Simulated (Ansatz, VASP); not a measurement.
**Si4N in VASP and in Ansatz**

```
Si N
1.0
    -2.72763    2.72763    2.72763
     2.72763   -2.72763    2.72763
     2.72763    2.72763   -2.72763
Si N
4 1
Direct
  0.00000 0.63058 0.00000
  0.36942 0.36942 0.36942
  0.00000 0.00000 0.63058
  0.63058 0.00000 0.00000
  0.00000 0.00000 0.00000
```

Change from the starting cell: species swapped into the GeF4 type (I-43m, No. 217).

Alike in both runs: task relaxation of cell and atoms; functional PBE; k mesh 4 × 4 × 4; occupations gaussian, width 0.1 eV; no spin polarisation.

|  | VASP | Ansatz |
| --- | --- | --- |
| version | VASP 6.6.1 | Ansatz 0.2.0 |
| potentials or method | VASP PAW PBE potentials, release 64 (Si, N), cutoff 600 eV | scalar-relativistic, plane waves, PAW |
| valence electrons in the cell | 21 | 21 |

```csv
,VASP,Ansatz,Ansatz less VASP
"gap on the k mesh at the Fermi level, each at its own relaxed structure (eV)",none,none,-
relaxed volume (Å³/atom),15.18,15.19,+0.010
relaxed cell length with the largest relative difference (Å),4.620,4.621,+0.0010
```

A gap of «none» marks a metal or a gap that the smearing closes.

The k mesh is coarse, so the values compare programs but aren't converged.
